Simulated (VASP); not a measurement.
# TiS2 (P-3m1) in VASP: notebook

TiS2 is run at these levels: HSE06, PBE-based global hybrid with 75 % exact exchange, PBE-based screened hybrid with 20 % exact exchange, PBE-based global hybrid with 50 % exact exchange; tasks: single point.

Everything below comes from runs of VASP 6.6.1. Logs are shortened: lines on timing, memory, paths and dates and some standing lists are left out, and cuts for length are marked.

### Step 1. The cell of the first run

The structure is trigonal, space group P-3m1 (No. 164). The conventional cell has a = 3.411 Å, b = 3.411 Å, c = 5.739 Å, α = 90.00°, β = 90.00°, γ = 120.00°. Within 3.2 Å of Ti (site symmetry -3m) lie 6 S at 2.42 Å. Within 3.2 Å of S (site symmetry 3m) lie 3 Ti at 2.42 Å.

### Step 2. Single point, HSE06

POSCAR

```
TiS2
1.0
    3.4106015318      0.0000000000      0.0000000000
   -1.7053007659      2.9536675687      0.0000000000
    0.0000000000      0.0000000000      5.7387202085
Ti S
1 2
Direct
    0.0000000000      0.0000000000      0.0000000000
    0.3333333333      0.6666666667      0.2449123212
    0.6666666667      0.3333333333      0.7550876788
```

INCAR.step1

```
PREC = Accurate
ENCUT = 400
EDIFF = 1E-5
ISMEAR = -1
SIGMA = 0.02
LREAL = F
LASPH = T
NELM = 120
ALGO = Normal
ISIF = 2
LWAVE = T
GGA = PE
NBANDS = 19
GGA_COMPAT = F
```

INCAR.step2

```
PREC = Accurate
ENCUT = 400
EDIFF = 1E-6
ISMEAR = -1
SIGMA = 0.02
LREAL = F
LASPH = T
NELM = 120
ALGO = Normal
ISIF = 2
LWAVE = F
LCHARG = T
GGA = PE
LHFCALC = T
HFSCREEN = 0.2079
PRECFOCK = Normal
LELF = T
LVHAR = T
ISTART = 1
NBANDS = 19
GGA_COMPAT = F
```

KPOINTS

```
regular mesh
0
Gamma
  6 6 2
```

Potentials or basis: VASP PAW PBE potentials, release 64 (Ti_sv, S).

Run with:

```
$ cat potpaw_PBE.64/Ti_sv/POTCAR potpaw_PBE.64/S/POTCAR > POTCAR
$ cp INCAR.step1 INCAR
$ mpirun -np 1 vasp_std > vasp.out
$ cp INCAR.step2 INCAR
$ mpirun -np 1 vasp_std > vasp.out
```

OUTCAR:

```text
PREC = Accurate
   ENCUT = 400
   EDIFF = 1E-6
   ISMEAR = -1
   LREAL = F
   LASPH = T
   NELM = 120
   ISIF = 2
   GGA = PE
   LHFCALC = T
   HFSCREEN = 0.2079
   PRECFOCK = Normal
   ISTART = 1

 ion  position               nearest neighbor table
   1  0.000  0.000  0.000-   2 2.42   3 2.42   2 2.42   3 2.42   3 2.42   2 2.42
   2  0.333  0.667  0.245-   1 2.42   1 2.42   1 2.42
   3  0.667  0.333  0.755-   1 2.42   1 2.42   1 2.42

  LATTYP: Found a hexagonal cell.
 ALAT       =     3.4106015318
 C/A-ratio  =     1.6826123354

  Lattice vectors:

 A1 = (   3.4106015318,   0.0000000000,   0.0000000000)
 A2 = (  -1.7053007659,   2.9536675687,   0.0000000000)
 A3 = (   0.0000000000,   0.0000000000,   5.7387202085)

Analysis of symmetry for initial positions (statically):
=====================================================================
 Subroutine PRICEL returns:
 Original cell was already a primitive cell.

 Routine SETGRP: Setting up the symmetry group for a
 hexagonal supercell.

 Subroutine GETGRP returns: Found 12 space group operations
 (whereof 12 operations were pure point group operations)
 out of a pool of 24 trial point group operations.

The static configuration has the point symmetry D_3d.

Analysis of symmetry for dynamics (positions and initial velocities):
=====================================================================
 Subroutine PRICEL returns:
 Original cell was already a primitive cell.

 Routine SETGRP: Setting up the symmetry group for a
 hexagonal supercell.

 Subroutine GETGRP returns: Found 12 space group operations
 (whereof 12 operations were pure point group operations)
 out of a pool of 24 trial point group operations.

The dynamic configuration has the point symmetry D_3d.

 Subroutine INISYM returns: Found 12 space group operations
 (whereof 12 operations are pure point group operations),
 and found     1 'primitive' translations

----------------------------------------------------------------------------------------

                                     Primitive cell

  volume of cell :      57.8106

  direct lattice vectors                    reciprocal lattice vectors
     3.410601532  0.000000000  0.000000000     0.293203410  0.169281068  0.000000000
    -1.705300766  2.953667569  0.000000000     0.000000000  0.338562136  0.000000000
     0.000000000  0.000000000  5.738720209     0.000000000  0.000000000  0.174254880

  length of vectors
     3.410601532  3.410601532  5.738720209     0.338562136  0.338562136  0.174254880

  position of ions in fractional coordinates (direct lattice)
     0.000000000  0.000000000  0.000000000
     0.333333333  0.666666667  0.244912321
     0.666666667  0.333333333  0.755087679

  ion indices of the primitive-cell ions
   primitive index   ion index
                 1           1
                 2           2
                 3           3

----------------------------------------------------------------------------------------

 KPOINTS: regular mesh

Automatic generation of k-mesh.
 Grid dimensions read from file:
 generate k-points for:    6    6    2

 Generating k-lattice:

  Cartesian coordinates                     Fractional coordinates (reciprocal lattice)
     0.048867235  0.028213511  0.000000000     0.166666667 -0.000000000  0.000000000
     0.000000000  0.056427023  0.000000000     0.000000000  0.166666667  0.000000000
     0.000000000  0.000000000  0.087127440     0.000000000  0.000000000  0.500000000

  Length of vectors
     0.056427023  0.056427023  0.087127440

  Shift w.r.t. Gamma in fractional coordinates (k-lattice)
     0.000000000  0.000000000  0.000000000

 Subroutine IBZKPT returns following result:
 ===========================================

 Found     14 irreducible k-points:

 Following reciprocal coordinates:
            Coordinates               Weight
  0.000000  0.000000  0.000000      1.000000
  0.166667  0.000000  0.000000      6.000000
  0.333333  0.000000  0.000000      6.000000
  0.500000  0.000000  0.000000      3.000000
  0.166667  0.166667  0.000000      6.000000
  0.333333  0.166667  0.000000     12.000000
  0.333333  0.333333  0.000000      2.000000
  0.000000  0.000000  0.500000      1.000000
  0.166667  0.000000  0.500000      6.000000
  0.333333  0.000000  0.500000      6.000000
  0.500000  0.000000  0.500000      3.000000
  0.166667  0.166667  0.500000      6.000000
  0.333333  0.166667  0.500000     12.000000
  0.333333  0.333333  0.500000      2.000000
   k-points           NKPTS =     14   k-points in BZ     NKDIM =     72   number of bands    NBANDS=     19
   number of dos      NEDOS =    301   number of ions     NIONS =      3
   total plane-waves  NPLWV =  23040
   dimension x,y,z NGX =    24 NGY =   24 NGZ =   40
   dimension x,y,z NGXF=    48 NGYF=   48 NGZF=   80
   ions per type =               1   2
   NGX,Y,Z   is equivalent  to a cutoff of  11.70, 11.70, 11.59 a.u.
   NGXF,Y,Z  is equivalent  to a cutoff of  23.40, 23.40, 23.18 a.u.
 SYSTEM =  unknown system
   PREC   = accura    normal or accurate (medium, high low for compatibility)
   ISTART =      1    job   : 0-new  1-cont  2-samecut
   ICHARG =      0    charge: 1-file 2-atom 10-const
   ISPIN  =      1    spin polarized calculation?
   LNONCOLLINEAR =      F non collinear calculations
   LSORBIT =      F    spin-orbit coupling
   LASPH  =      T    aspherical Exc in radial PAW
   ENCUT  =  400.0 eV  29.40 Ry    5.42 a.u.   5.56  5.56  9.36*2*pi/ulx,y,z
   NELM   =    120;   NELMIN=  2; NELMDL=  0     # of ELM steps
   EDIFF  = 0.1E-05   stopping-criterion for ELM
   LREAL  =      F    real-space projection
   EDIFFG = 0.1E-04   stopping-criterion for IOM
   NSW    =      0    number of steps for IOM
   IBRION =     -1    ionic relax: 0-MD 1-quasi-New 2-CG
   NFREE  =      0    steps in history (QN), initial steepest desc. (CG)
   ISIF   =      2    stress and relaxation
   ISYM   =      3    0-nonsym 1-usesym 2-fastsym
   POTIM  = 0.5000    time-step for ionic-motion
   TEBEG  =    0.0;   TEEND  =   0.0 temperature during run
   PSTRESS=    0.0 pullay stress
   NELECT =      24.0000    total number of electrons
   NUPDOWN=      -1.0000    fix difference up-down
   EMIN   =  10.00;   EMAX   =-10.00  energy-range for DOS
   EFERMI =   0.00;   METHOD = LEGACY
   ISMEAR =    -1;   SIGMA  =   0.02  broadening in eV -4-tet -1-fermi 0-gaus
   EFERMI_NEDOS =   21; number of points for ismear=-14 and -15
   IALGO  =     38    algorithm
   IMIX   =      1    mixing-type and parameters
     AMIX     =   0.40;   BMIX     =  1.00
     AMIX_MAG =   1.60;   BMIX_MAG =  1.00
  volume/ion in A,a.u.               =      19.27       130.04
  Fermi-wavevector in a.u.,A,eV,Ry     =   1.221263  2.307853 20.292878  1.491484
  Thomas-Fermi vector in A             =   2.356452
   LORBIT       =      0    0 simple, 1 ext, 2 COOP (PROOUT), +10 PAW based schemes
   GGA     = PE    functional components
   LHFCALC =     T    Hartree Fock is set to
   PRECFOCK=normal    Normal, Fast or Accurate (Low or Medium for compatibility)
   ENCUT4O =  -1.0   cutoff for four orbital integrals eV
   NKREDX  =     1    reduce k-point grid by
   NKREDY  =     1    reduce k-point grid by
   NKREDZ  =     1    reduce k-point grid by
   AEXX    =    0.2500 exact exchange contribution
   HFSCREEN=    0.2079 screening length (either q_TF or 0.3 A-1)
   HFSCREENC=   0.2079 screening length for correlation (either q_TF or 0.3 A-1)
   ENCUTFOCK=  -1.0 apply spherical cutoff to Coloumb kernel
   IVDW    =     0    specifies the selected vdW correction
   LEPSILON=     F    determine dielectric tensor
   LRPA    =     F    only Hartree local field effects (RPA)
 non-spin polarized calculation
  energy-cutoff  :      400.00
  volume of cell :       57.81
 maximum number of plane-waves:      1074
 NGX is ok and might be reduce to    24
  NGX = 18; NGY = 18; NGZ = 30

 number of electron      24.0000001 magnetization

 Free energy of the ion-electron system (eV)
  ---------------------------------------------------
  ext. energy  EPLUGINS =         0.00000000
  ---------------------------------------------------
  free energy    TOTEN  =       -24.19984080 eV

  energy without entropy =      -24.19984078  energy(sigma->0) =      -24.19984079

 E-fermi :   5.3206     XC(G=0):  -8.3132

 val. band max:        5.0253281135   @ k =   0.0000   0.0000   0.0000
 cond. band min:       5.6239400759   @ k =   0.5000   0.0000   0.5000
 fundamental gap:      0.5986119624
 Fermi energy:         5.3205848218

 k-point     1 :       0.0000    0.0000    0.0000
  band No.  band energies     occupation
      1     -57.6012      2.00000
      2     -32.1887      2.00000
      3     -32.1168      2.00000
      4     -32.1168      2.00000
      5     -10.3459      2.00000
      6      -8.4744      2.00000
[... 11 lines left out ...]
     18      11.8768      0.00000
     19      12.8072      0.00000

 k-point     2 :       0.1667    0.0000    0.0000
  band No.  band energies     occupation
      1     -57.5980      2.00000
      2     -32.1821      2.00000
      3     -32.1547      2.00000
      4     -32.1257      2.00000
      5      -9.9912      2.00000
      6      -8.4076      2.00000
[... 11 lines left out ...]
     18      13.2798      0.00000
     19      14.0085      0.00000

 k-point     3 :       0.3333    0.0000    0.0000
  band No.  band energies     occupation
      1     -57.5910      2.00000
      2     -32.2299      2.00000
      3     -32.1688      2.00000
      4     -32.1433      2.00000
      5      -9.1293      2.00000
      6      -8.2941      2.00000
[... 11 lines left out ...]
     18      13.1170      0.00000
     19      13.8122      0.00000

 k-point     4 :       0.5000    0.0000    0.0000
  band No.  band energies     occupation
      1     -57.5873      2.00000
      2     -32.2672      2.00000
      3     -32.1621      2.00000
      4     -32.1520      2.00000
      5      -8.4648      2.00000
      6      -8.3646      2.00000
[... 11 lines left out ...]
     18      12.6193      0.00000
     19      13.2961      0.00000

 k-point     5 :       0.1667    0.1667    0.0000
  band No.  band energies     occupation
      1     -57.5928      2.00000
      2     -32.2040      2.00000
      3     -32.1723      2.00000
      4     -32.1460      2.00000
      5      -9.3771      2.00000
      6      -8.3125      2.00000
[... 11 lines left out ...]
     18      14.3355      0.00000
     19      14.8824      0.00000

 k-point     6 :       0.3333    0.1667    0.0000
  band No.  band energies     occupation
      1     -57.5876      2.00000
      2     -32.2478      2.00000
      3     -32.1717      2.00000
      4     -32.1623      2.00000
      5      -8.5780      2.00000
      6      -8.2588      2.00000
[... 11 lines left out ...]
     18      13.1575      0.00000
     19      14.3284      0.00000

 k-point     7 :       0.3333    0.3333    0.0000
  band No.  band energies     occupation
      1     -57.5857      2.00000
      2     -32.2212      2.00000
      3     -32.2212      2.00000
      4     -32.1594      2.00000
      5      -8.2544      2.00000
      6      -8.2544      2.00000
[... 11 lines left out ...]
     18      12.5732      0.00000
     19      15.6923      0.00000

 k-point     8 :       0.0000    0.0000    0.5000
  band No.  band energies     occupation
      1     -57.6017      2.00000
      2     -32.1884      2.00000
      3     -32.1168      2.00000
      4     -32.1168      2.00000
      5     -10.0012      2.00000
      6      -9.0391      2.00000
[... 11 lines left out ...]
     18      12.3025      0.00000
     19      14.3835      0.00000

 k-point     9 :       0.1667    0.0000    0.5000
  band No.  band energies     occupation
      1     -57.5980      2.00000
      2     -32.1818      2.00000
      3     -32.1546      2.00000
      4     -32.1257      2.00000
      5      -9.6583      2.00000
      6      -8.9020      2.00000
[... 11 lines left out ...]
     18      13.5464      0.00000
     19      14.5913      0.00000

 k-point    10 :       0.3333    0.0000    0.5000
  band No.  band energies     occupation
      1     -57.5909      2.00000
      2     -32.2298      2.00000
      3     -32.1685      2.00000
      4     -32.1433      2.00000
      5      -8.8968      2.00000
      6      -8.5621      2.00000
[... 11 lines left out ...]
     18      12.4830      0.00000
     19      13.3722      0.00000

 k-point    11 :       0.5000    0.0000    0.5000
  band No.  band energies     occupation
      1     -57.5870      2.00000
      2     -32.2670      2.00000
      3     -32.1619      2.00000
      4     -32.1521      2.00000
      5      -8.5922      2.00000
      6      -8.2032      2.00000
[... 11 lines left out ...]
     18      11.5157      0.00000
     19      12.6908      0.00000

 k-point    12 :       0.1667    0.1667    0.5000
  band No.  band energies     occupation
      1     -57.5927      2.00000
      2     -32.2039      2.00000
      3     -32.1720      2.00000
      4     -32.1460      2.00000
      5      -9.0833      2.00000
      6      -8.6787      2.00000
[... 11 lines left out ...]
     18      14.2963      0.00000
     19      14.6399      0.00000

 k-point    13 :       0.3333    0.1667    0.5000
  band No.  band energies     occupation
      1     -57.5874      2.00000
      2     -32.2476      2.00000
      3     -32.1716      2.00000
      4     -32.1620      2.00000
      5      -8.5100      2.00000
      6      -8.3170      2.00000
[... 11 lines left out ...]
     18      12.7867      0.00000
     19      13.6603      0.00000

 k-point    14 :       0.3333    0.3333    0.5000
  band No.  band energies     occupation
      1     -57.5857      2.00000
      2     -32.2211      2.00000
      3     -32.2211      2.00000
      4     -32.1591      2.00000
      5      -8.2505      2.00000
      6      -8.2505      2.00000
[... 11 lines left out ...]
     18      13.7929      0.00000
     19      13.7929      0.00000

------------------------ aborting loop because EDIFF is reached ----------------------------------------

  FORCE on cell =-STRESS in cart. coord.  units (eV):
  Direction    XX          YY          ZZ          XY          YZ          ZX
  --------------------------------------------------------------------------------------
  -------------------------------------------------------------------------------------
  Total       -0.1614883     -0.1614883     -0.0110458     -0.0000000      0.0000000      0.0000000
  in kB       -4.4755240     -4.4755240     -0.3061261     -0.0000000      0.0000000      0.0000000
  external PRESSURE =      -3.0857247 kB  Pullay stress =       0.0000000 kB

 VOLUME and BASIS-vectors are now :
 -----------------------------------------------------------------------------
  energy-cutoff  :      400.00
  volume of cell :       57.81
      direct lattice vectors                 reciprocal lattice vectors
     3.410601532  0.000000000  0.000000000     0.293203410  0.169281068  0.000000000
    -1.705300766  2.953667569  0.000000000     0.000000000  0.338562136  0.000000000
     0.000000000  0.000000000  5.738720209     0.000000000  0.000000000  0.174254880

 POSITION                                       TOTAL-FORCE (eV/Angst)
 -----------------------------------------------------------------------------------
      0.00000      0.00000      0.00000         0.000000      0.000000      0.000000
     -0.00000      1.96911      1.40548        -0.000000      0.000000     -0.243321
      1.70530      0.98456      4.33324         0.000000      0.000000      0.243321
 -----------------------------------------------------------------------------------
    total drift:                                0.000000     -0.000000      0.000001

  FREE ENERGIE OF THE ION-ELECTRON SYSTEM (eV)
  ---------------------------------------------------
  free  energy   TOTEN  =       -24.1998407982 eV

  energy  without entropy=      -24.1998407845  energy(sigma->0) =      -24.19984079
```

Run time: 23 min. Hardware: 1 thread of Intel Xeon Platinum 8488C (Sapphire Rapids), shared host; peak memory 0.26 GiB.

What came out:

* Free energy: -24.1998 eV
* Pressure: -0.3 GPa
* Largest force: 0.243 eV/Å
* Band gap on the k mesh: 0.60 eV (least direct gap 1.14 eV)

Forces on the atoms (eV/Å):
```
Ti   0.000  0.000  0.000
S    0.000  0.000 -0.243
S    0.000  0.000  0.243
```

Levels at points of the mesh, in eV from the valence-band top:
```csv
k point,band 8,band 9,band 10,band 11,band 12,band 13,band 14,band 15,band 16,band 17
"(0.00, 0.00, 0.00)",-3.38,-3.38,-0.20,0.00,0.00,1.14,1.14,1.79,4.28,4.28
"(0.50, 0.00, 0.00)",-4.36,-3.34,-3.21,-2.98,-1.90,0.84,2.41,2.90,4.51,4.66
"(0.00, 0.00, 0.50)",-3.34,-3.34,-2.66,-0.16,-0.16,1.13,1.13,2.38,4.57,4.57
"(0.50, 0.00, 0.50)",-5.10,-3.38,-3.28,-1.60,-1.59,0.60,2.40,2.87,4.21,5.11
```

Caveat: the k points lie up to 0.55 Å⁻¹ apart; the PAW data sets were made with another functional, which shifts forces and pressure a little; this functional lacks dispersion, which binds the layers, so the pressure and a relaxed spacing across them are unreliable. A k mesh can miss the band edges.

### Step 3. Single point, PBE-based global hybrid with 75 % exact exchange

POSCAR is that of step 2.

INCAR.step1

```
SYSTEM = TiS2
PREC = Accurate ; ENCUT = 400
EDIFF = 1E-5 ; ISMEAR = -1
SIGMA = 0.02 ; LREAL = .False.
LASPH = .True. ; NELM = 120
ALGO = Normal ; ISIF = 2
LWAVE = .True. ; LCHARG = .False.
GGA = PE ; NBANDS = 19
GGA_COMPAT = .False.
```

INCAR.step2

```
SYSTEM = TiS2
PREC = Accurate ; ENCUT = 400
EDIFF = 1E-6 ; ISMEAR = -1
SIGMA = 0.02 ; LREAL = .False.
LASPH = .True. ; NELM = 120
ALGO = Normal ; ISIF = 2
LWAVE = .False. ; LCHARG = .False.
GGA = PE ; LHFCALC = .True.
AEXX = 0.75 ; PRECFOCK = Normal
ISTART = 1 ; NBANDS = 19
GGA_COMPAT = .False.
```

KPOINTS

```
regular mesh
0
Gamma
  6 6 2
  0 0 0
```

Potentials or basis: VASP PAW PBE potentials, release 64 (Ti_sv, S).

Run with:

```
$ cat potpaw_PBE.64/Ti_sv/POTCAR potpaw_PBE.64/S/POTCAR > POTCAR
$ cp INCAR.step1 INCAR
$ mpirun -np 1 vasp_std > vasp.out
$ cp INCAR.step2 INCAR
$ mpirun -np 1 vasp_std > vasp.out
```

Run time: 29 min. Hardware: 1 thread of Intel Xeon Platinum 8488C (Sapphire Rapids), shared host; peak memory 0.17 GiB.

It converged, with:

| Property | Result |
| --- | --- |
| Free energy | -40.1000 eV |
| Pressure | -4.1 GPa |
| Largest force | 0.736 eV/Å |
| Band gap on the k mesh | 4.73 eV (least direct gap 5.49 eV) |

Forces in eV/Å, atoms in the order of the input:
```
Ti   0.000  0.000  0.000
S    0.000  0.000 -0.736
S    0.000  0.000  0.736
```

Stress tensor (GPa, compression positive):
```
-3.90  0.00  0.00
 0.00 -3.90  0.00
 0.00  0.00 -4.41
```

Levels at points of the mesh, in eV from the valence-band top:
```tsv
k point	band 10	band 11	band 12	band 13	band 14	band 15
(0.00, 0.00, 0.00)	-0.31	0.00	0.00	5.49	5.49	6.38
(0.50, 0.00, 0.00)	-4.05	-3.73	-2.44	4.92	7.21	7.83
(0.00, 0.00, 0.50)	-3.22	-0.18	-0.18	5.48	5.48	6.98
(0.50, 0.00, 0.50)	-4.08	-2.11	-2.09	4.73	7.10	7.85
```

Caveat: the k points lie up to 0.55 Å⁻¹ apart; the PAW data sets were made with another functional, which shifts forces and pressure a little. A k mesh can miss the band edges.

(Continued in part 2 of 2.)
